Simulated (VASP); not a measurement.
Ir:

```xyz
1
Lattice="0.0000 1.9156 1.9156 1.9156 0.0000 1.9156 1.9156 1.9156 0.0000" Properties=species:S:1:pos:R:3 pbc="T T T"
Ir    0.0000    0.0000    0.0000
```

```yaml
Program: VASP 6.6.1
Task: relaxation of cell and atoms
Functional: LDA
Potentials_or_basis: VASP PAW LDA potentials, release 64 (Ir_sv_GW)
Cutoff: 560 eV
k_mesh: 9 × 9 × 9
Occupations: fermi-dirac, width 0.05 eV
Spin: no spin polarisation
```

At the start: pressure -7.1 GPa; volume 14.06 Å³/atom.

**Question.** Where does the relaxation end?

**Answer.** Over 3 steps the energy falls by 5.6 meV/atom and the volume is 13.82 Å³/atom (-1.7 %); space group Fm-3m (No. 225, to 0.1 Å) before and after.

The path:
| step | energy change (eV) | largest force (eV/Å) | pressure (GPa) | volume (Å³) |
| --- | --- | --- | --- | --- |
| 1 | 0.0000 | 0.0000 | -7.11 | 14.06 |
| 2 | 0.1005 | 0.0000 | 37.13 | 12.83 |
| 3 | -0.0056 | 0.0000 | -0.25 | 13.82 |

Final structure:
```
CELL_PARAMETERS angstrom
0.00000 1.90469 1.90469
1.90469 0.00000 1.90469
1.90469 1.90469 0.00000
ATOMIC_POSITIONS crystal
Ir 0.00000 0.00000 0.00000
```
